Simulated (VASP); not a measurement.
# Hf (P6/mmm) in VASP: relaxation of shape and atoms at fixed volume with r2SCAN

Aim: the relaxation of shape and atoms at fixed volume of Hf with r2SCAN.

Program: VASP 6.6.1. These are calculated values, not measurements. Logs are shortened: lines on timing, memory, paths and dates and some standing lists are left out, and cuts for length are marked.

### Step 1. The cell of the first run

It takes space group P6/mmm (No. 191, hexagonal). Conventional cell: a = 4.280 Å, b = 4.280 Å, c = 2.668 Å, α = 90.00°, β = 90.00°, γ = 120.00°. Hf (site symmetry -6m2) has 11 Hf at 2.47 to 2.81 Å within 3.3 Å. Hf (site symmetry 6/mmm) has 14 Hf at 2.67 to 2.81 Å within 3.5 Å.

This isn't the form of Hf at room conditions, which is hcp.

### Step 2. Relaxation of shape and atoms at fixed volume, r2SCAN (14.11 Å³/atom)

POSCAR reads:

```
Hf
1.0
    4.2803034231      0.0000000000      0.0000000000
   -2.1401517115      3.7068515003      0.0000000000
    0.0000000000      0.0000000000      2.6680144443
Hf
3
Direct
    0.6666666667      0.3333333333      0.5000000000
    0.3333333333      0.6666666667      0.5000000000
    0.0000000000      0.0000000000      0.0000000000
```

INCAR.step1 reads:

```
SYSTEM = Hf
PREC     = Accurate       ! precision mode
ENCUT    = 600            ! plane-wave cutoff, eV
ISMEAR   = 0              ! smearing method
SIGMA    = 0.05           ! smearing width, eV
LREAL    = .FALSE.        ! projectors in reciprocal space
LASPH    = .TRUE.         ! aspherical terms in the spheres
NELM     = 80             ! most SCF steps
GGA      = PE             ! functional
ALGO     = Normal         ! electronic algorithm
EDIFF    = 1E-4           ! SCF threshold, eV
LWAVE    = .TRUE.         ! write WAVECAR
LCHARG   = .FALSE.        ! write CHGCAR
```

INCAR.step2 reads:

```
SYSTEM = Hf
PREC     = Accurate       ! precision mode
ENCUT    = 600            ! plane-wave cutoff, eV
EDIFF    = 1E-6           ! SCF threshold, eV
ISMEAR   = 0              ! smearing method
SIGMA    = 0.05           ! smearing width, eV
LREAL    = .FALSE.        ! projectors in reciprocal space
LASPH    = .TRUE.         ! aspherical terms in the spheres
NELM     = 80             ! most SCF steps
ALGO     = Normal         ! electronic algorithm
ISIF     = 4              ! what is computed and relaxed
LWAVE    = .FALSE.        ! write WAVECAR
LCHARG   = .FALSE.        ! write CHGCAR
METAGGA  = R2SCAN         ! meta-GGA
LMIXTAU  = .TRUE.       
IBRION   = 2              ! ionic algorithm
NSW      = 60             ! ionic steps
EDIFFG   = -0.01          ! ionic threshold
ISTART   = 1
```

KPOINTS reads:

```
Automatic mesh
0
G
  10 10 14
  0 0 0
```

Potentials or basis: VASP PAW PBE potentials, release 64 (Hf_pv).

Launch:

```bash
$ cat potpaw_PBE.64/Hf_pv/POTCAR > POTCAR
$ cp INCAR.step1 INCAR
$ mpirun -np 1 vasp_std > vasp.out
$ cp INCAR.step2 INCAR
$ mpirun -np 1 vasp_std > vasp.out
```

OUTCAR:

```text
SYSTEM = Hf
   PREC = Accurate
   ENCUT = 600
   EDIFF = 1E-6
   ISMEAR = 0
   LREAL = .FALSE.
   LASPH = .TRUE.
   NELM = 80
   ISIF = 4
   METAGGA = R2SCAN
   IBRION = 2
   NSW = 60
   EDIFFG = -0.01
   ISTART = 1

 ion  position               nearest neighbor table
   1  0.667  0.333  0.500-   2 2.47   2 2.47   2 2.47   3 2.81   3 2.81   3 2.81   3 2.81   3 2.81
                             3 2.81   2 3.64   2 3.64   2 3.64   2 3.64   2 3.64   2 3.64
   2  0.333  0.667  0.500-   1 2.47   1 2.47   1 2.47   3 2.81   3 2.81   3 2.81   3 2.81   3 2.81
                             3 2.81   1 3.64   1 3.64   1 3.64   1 3.64   1 3.64   1 3.64
   3  0.000  0.000  0.000-   1 2.81   2 2.81   1 2.81   2 2.81   2 2.81   2 2.81   1 2.81   1 2.81
                             1 2.81   1 2.81   2 2.81   2 2.81

  LATTYP: Found a hexagonal cell.
 ALAT       =     4.2803034231
 C/A-ratio  =     0.6233236714

  Lattice vectors:

 A1 = (   4.2803034231,   0.0000000000,   0.0000000000)
 A2 = (  -2.1401517115,   3.7068515003,   0.0000000000)
 A3 = (   0.0000000000,   0.0000000000,   2.6680144443)

Analysis of symmetry for initial positions (statically):
=====================================================================
 Subroutine PRICEL returns:
 Original cell was already a primitive cell.

 Routine SETGRP: Setting up the symmetry group for a
 hexagonal supercell.

 Subroutine GETGRP returns: Found 24 space group operations
 (whereof 24 operations were pure point group operations)
 out of a pool of 24 trial point group operations.

The static configuration has the point symmetry D_6h.

Analysis of symmetry for dynamics (positions and initial velocities):
=====================================================================
 Subroutine PRICEL returns:
 Original cell was already a primitive cell.

 Routine SETGRP: Setting up the symmetry group for a
 hexagonal supercell.

 Subroutine GETGRP returns: Found 24 space group operations
 (whereof 24 operations were pure point group operations)
 out of a pool of 24 trial point group operations.

The dynamic configuration has the point symmetry D_6h.

 Subroutine INISYM returns: Found 24 space group operations
 (whereof 24 operations are pure point group operations),
 and found     1 'primitive' translations

----------------------------------------------------------------------------------------

                                     Primitive cell

  volume of cell :      42.3319

  direct lattice vectors                    reciprocal lattice vectors
     4.280303423  0.000000000  0.000000000     0.233628297  0.134885360  0.000000000
    -2.140151712  3.706851500  0.000000000     0.000000000  0.269770720  0.000000000
     0.000000000  0.000000000  2.668014444     0.000000000  0.000000000  0.374810565

  length of vectors
     4.280303423  4.280303423  2.668014444     0.269770720  0.269770720  0.374810565

  position of ions in fractional coordinates (direct lattice)
     0.666666667  0.333333333  0.500000000
     0.333333333  0.666666667  0.500000000
     0.000000000  0.000000000  0.000000000

  ion indices of the primitive-cell ions
   primitive index   ion index
                 1           1
                 2           2
                 3           3

----------------------------------------------------------------------------------------

 KPOINTS: Automatic mesh

Automatic generation of k-mesh.
 Grid dimensions read from file:
 generate k-points for:   10   10   14

 Generating k-lattice:

  Cartesian coordinates                     Fractional coordinates (reciprocal lattice)
     0.023362830  0.013488536  0.000000000     0.100000000 -0.000000000  0.000000000
     0.000000000  0.026977072  0.000000000     0.000000000  0.100000000  0.000000000
     0.000000000  0.000000000  0.026772183     0.000000000  0.000000000  0.071428571

  Length of vectors
     0.026977072  0.026977072  0.026772183

  Shift w.r.t. Gamma in fractional coordinates (k-lattice)
     0.000000000  0.000000000  0.000000000

 Subroutine IBZKPT returns following result:
 ===========================================

 Found    112 irreducible k-points:

 Following reciprocal coordinates:
            Coordinates               Weight
  0.000000  0.000000  0.000000      1.000000
  0.100000 -0.000000  0.000000      6.000000
  0.200000 -0.000000  0.000000      6.000000
  0.300000  0.000000  0.000000      6.000000
  0.400000  0.000000  0.000000      6.000000
  0.500000 -0.000000  0.000000      3.000000
[... 16 lines left out ...]
  0.300000  0.100000  0.071429     24.000000
  0.400000  0.100000  0.071429     24.000000
 [... further k-points ...]
   k-points           NKPTS =    112   k-points in BZ     NKDIM =    112   number of bands    NBANDS=     19
   number of dos      NEDOS =    301   number of ions     NIONS =      3
   total plane-waves  NPLWV =  31104
   dimension x,y,z NGX =    36 NGY =   36 NGZ =   24
   dimension x,y,z NGXF=    72 NGYF=   72 NGZF=   48
   ions per type =               3
   NGX,Y,Z   is equivalent  to a cutoff of  13.98, 13.98, 14.95 a.u.
   NGXF,Y,Z  is equivalent  to a cutoff of  27.96, 27.96, 29.91 a.u.
 SYSTEM =  Hf
   PREC   = accura    normal or accurate (medium, high low for compatibility)
   ISTART =      1    job   : 0-new  1-cont  2-samecut
   ICHARG =      0    charge: 1-file 2-atom 10-const
   ISPIN  =      1    spin polarized calculation?
   LNONCOLLINEAR =      F non collinear calculations
   LSORBIT =      F    spin-orbit coupling
   LASPH  =      T    aspherical Exc in radial PAW
   ENCUT  =  600.0 eV  44.10 Ry    6.64 a.u.   8.55  8.55  5.33*2*pi/ulx,y,z
   NELM   =     80;   NELMIN=  2; NELMDL=  0     # of ELM steps
   EDIFF  = 0.1E-05   stopping-criterion for ELM
   LREAL  =      F    real-space projection
   EDIFFG = -.1E-01   stopping-criterion for IOM
   NSW    =     60    number of steps for IOM
   IBRION =      2    ionic relax: 0-MD 1-quasi-New 2-CG
   NFREE  =      1    steps in history (QN), initial steepest desc. (CG)
   ISIF   =      4    stress and relaxation
   ISYM   =      2    0-nonsym 1-usesym 2-fastsym
   POTIM  = 0.5000    time-step for ionic-motion
   TEBEG  =    0.0;   TEEND  =   0.0 temperature during run
   PSTRESS=    0.0 pullay stress
   NELECT =      30.0000    total number of electrons
   NUPDOWN=      -1.0000    fix difference up-down
   EMIN   =  10.00;   EMAX   =-10.00  energy-range for DOS
   EFERMI =   0.00;   METHOD = LEGACY
   ISMEAR =     0;   SIGMA  =   0.05  broadening in eV -4-tet -1-fermi 0-gaus
   EFERMI_NEDOS =   21; number of points for ismear=-14 and -15
   IALGO  =     38    algorithm
   IMIX   =      4    mixing-type and parameters
     AMIX     =   0.40;   BMIX     =  1.00
     AMIX_MAG =   1.60;   BMIX_MAG =  1.00
  volume/ion in A,a.u.               =      14.11        95.22
  Fermi-wavevector in a.u.,A,eV,Ry     =   1.459573  2.758194 28.985233  2.130355
  Thomas-Fermi vector in A             =   2.576125
   LORBIT       =      0    0 simple, 1 ext, 2 COOP (PROOUT), +10 PAW based schemes
   METAGGA = R2SCAN    functional components
   LHFCALC =     F    Hartree Fock is set to
   AEXX    =    0.0000 exact exchange contribution
   IVDW    =     0    specifies the selected vdW correction
   LEPSILON=     F    determine dielectric tensor
   LRPA    =     F    only Hartree local field effects (RPA)
 conjugate gradient relaxation of ions
 non-spin polarized calculation
 Gauss-broadening in eV      SIGMA  =   0.05
  energy-cutoff  :      600.00
  volume of cell :       42.33
 maximum number of plane-waves:      1432
 NGX is ok and might be reduce to    36
   NGX = 17   NGY = 17   NGZ = 11

--------------------------------------- Ionic step        1  -------------------------------------------

 number of electron      29.9999998 magnetization

 Free energy of the ion-electron system (eV)
  ---------------------------------------------------
  ext. energy  EPLUGINS =         0.00000000
  ---------------------------------------------------
  free energy    TOTEN  =      -129.69505492 eV

  energy without entropy =     -129.69313033  energy(sigma->0) =     -129.69409262

------------------------ aborting loop because EDIFF is reached ----------------------------------------

  FORCE on cell =-STRESS in cart. coord.  units (eV):
  Direction    XX          YY          ZZ          XY          YZ          ZX
  --------------------------------------------------------------------------------------
  -------------------------------------------------------------------------------------
  Total       28.5083228     28.5083228     28.2175497      0.0000000      0.0000000      0.0000000
  in kB     1078.9823205   1078.9823205   1067.9771495      0.0000000      0.0000000      0.0000000
  external PRESSURE =    1075.3139301 kB  Pullay stress =       0.0000000 kB
[... 59 lines left out ...]
  energy  without entropy=     -129.6929204616  energy(sigma->0) =     -129.69396346

--------------------------------------- Ionic step        3  -------------------------------------------

 number of electron      29.9999998 magnetization

 Free energy of the ion-electron system (eV)
  ---------------------------------------------------
  ext. energy  EPLUGINS =         0.00000000
  ---------------------------------------------------
  free energy    TOTEN  =      -129.69526751 eV

  energy without entropy =     -129.69328761  energy(sigma->0) =     -129.69427756

 E-fermi :   8.2614     XC(G=0): -14.7428

 val. band max:        8.2583505909   @ k =   0.3000   0.0000   0.1429
 cond. band min:       8.2781905606   @ k =   0.4000   0.2000   0.1429
 fundamental gap:      0.0198399697
 Fermi energy:         8.2614027628

 k-point     1 :       0.0000    0.0000    0.0000
  band No.  band energies     occupation
      1     -23.8958      2.00000
      2     -23.8958      2.00000
      3     -23.2910      2.00000
      4     -23.2910      2.00000
      5     -22.0153      2.00000
      6     -21.1765      2.00000
[... 11 lines left out ...]
     18      11.2793      0.00000
     19      11.2793      0.00000
[... 489 lines left out ...]
      3     -23.0335      2.00000
      4     -22.0827      2.00000
      5     -21.8566      2.00000
      6     -21.6770      2.00000
[... 11 lines left out ...]
     18      10.1115      0.00000
     19      11.5862      0.00000

 [... further k-points ...]

------------------------ aborting loop because EDIFF is reached ----------------------------------------

  FORCE on cell =-STRESS in cart. coord.  units (eV):
  Direction    XX          YY          ZZ          XY          YZ          ZX
  --------------------------------------------------------------------------------------
  -------------------------------------------------------------------------------------
  Total       28.3991533     28.3991533     28.3947039      0.0000000      0.0000000     -0.0000000
  in kB     1074.8504775   1074.8504775   1074.6820748      0.0000000      0.0000000     -0.0000000
  external PRESSURE =    1074.7943433 kB  Pullay stress =       0.0000000 kB
[... 18 lines left out ...]
  FREE ENERGIE OF THE ION-ELECTRON SYSTEM (eV)
  ---------------------------------------------------
  free  energy   TOTEN  =      -129.6952675107 eV

  energy  without entropy=     -129.6932876053  energy(sigma->0) =     -129.69427756

 reached required accuracy - stopping structural energy minimisation
```

It took 9.4 min on 1 thread of Intel Xeon 8259CL, shared host; peak memory 0.25 GiB.

Results:

* Free energy: -129.6953 eV
* Energy gained by relaxing: 0.1 meV/atom
* Ionic steps: 3
* Pressure after relaxing: 107.5 GPa
* Band gap on the k mesh: zero (bands 15 and 16 overlap by 1.60 eV)

The path:
| step | energy change (eV) | largest force (eV/Å) | pressure (GPa) | volume (Å³) |
| --- | --- | --- | --- | --- |
| 1 | 0.0000 | 0.0000 | 107.53 | 42.33 |
| 2 | 0.0000 | 0.0000 | 107.42 | 42.33 |
| 3 | -0.0002 | 0.0000 | 107.48 | 42.33 |

Final structure:
```yaml
crystal:
  lattice:
    - [4.28349, 0.00000, 0.00000]
    - [-2.14174, 3.70961, 0.00000]
    - [0.00000, 0.00000, 2.66405]
  atoms:
    - { symbol: Hf, position: [0.66667, 0.33333, 0.50000] }
    - { symbol: Hf, position: [0.33333, 0.66667, 0.50000] }
    - { symbol: Hf, position: [0.00000, 0.00000, 0.00000] }
```

Levels at points of the mesh, in eV from the Fermi level:
| k point | band 12 | band 13 | band 14 | band 15 | band 16 | band 17 | band 18 | band 19 |
| --- | --- | --- | --- | --- | --- | --- | --- | --- |
| (0.00, 0.00, 0.00) | -0.49 | -0.28 | -0.28 | -0.16 | -0.16 | 1.53 | 3.02 | 3.02 |
| (0.50, 0.00, 0.00) | -4.40 | -1.41 | -1.36 | -0.80 | -0.26 | 1.41 | 1.80 | 4.06 |
| (0.00, 0.00, 0.50) | -3.55 | -3.55 | -2.63 | -1.22 | 1.93 | 1.93 | 3.76 | 3.76 |
| (0.50, 0.00, 0.50) | -3.90 | -3.14 | -1.42 | -0.51 | 0.03 | 1.61 | 3.39 | 3.46 |

Caveat: the PAW data sets were made with another functional, which shifts forces and pressure a little; spin-orbit coupling is left out, which moves the levels of the heavy elements.
